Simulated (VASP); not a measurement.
A run of VASP 6.6.1 is set up as follows.

Contents of INCAR:

```
SYSTEM = Pd
PREC = Accurate
ENCUT = 500
EDIFF = 1E-6
ISMEAR = 1
SIGMA = 0.1
LREAL = .False.
LASPH = .True.
NELM = 120
ALGO = Normal
ISIF = 2
LWAVE = .False.
LCHARG = .True.
LELF = .True.
LVHAR = .True.
NBANDS = 11
GGA_COMPAT = .False.
```

The input KPOINTS:

```
Automatic mesh
0
Gamma
  11 11 11
  0 0 0
```

Contents of POSCAR:

```
Pd
1.0
    2.7165056547      0.0000000000      0.0000000000
    1.3582528273      2.3525629065      0.0000000000
    1.3582528273      0.7841876355      2.2180175791
Pd
1
Direct
    0.0000000000      0.0000000000      0.0000000000
```

Potentials or basis: VASP PAW LDA potentials, release 64 (Pd).

Launch:

```console
$ cat potpaw_LDA.64/Pd/POTCAR > POTCAR
$ mpirun -np 1 vasp_std > vasp.out
```

What does it give for the pressure?

0.3 GPa.

Predict the band gap on the k mesh.

zero (band 5 reaches 10.57 eV, above the bottom of band 6 at 8.94 eV).
